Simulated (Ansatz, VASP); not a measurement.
**Two plane-wave programs on SiC**

```xyz
2
Lattice="-0.0107 2.1673 2.1900 2.1673 -0.0107 2.1900 2.1566 2.1566 0.0000" Properties=species:S:1:pos:R:3 pbc="T T T"
Si    0.0000    0.0000   -0.0007
C     1.0783    1.0783    1.0957
```

Change from the starting cell: strained cell.

Alike in both runs: task relaxation of the atoms; functional PBEsol; k mesh 10 × 10 × 10; occupations gaussian, width 0.02 eV; no spin polarisation.

```csv
,VASP,Ansatz
version,VASP 6.6.1,Ansatz 0.2.0
potentials or method,"VASP PAW PBE potentials, release 64 (Si, C), cutoff 520 eV","scalar-relativistic, plane waves, PAW"
valence electrons in the cell,8,8
```

Ansatz gave:

| Quantity | Value |
| --- | --- |
| gap on the k mesh at the Fermi level, each at its own relaxed structure (eV) | 1.13 |

Q: Estimate VASP's values.

A: gap on the k mesh at the Fermi level, each at its own relaxed structure (eV): 1.12.

VASP's potentials were made for PBE, not for PBEsol. Ansatz's warnings: stress scf threshold loose.
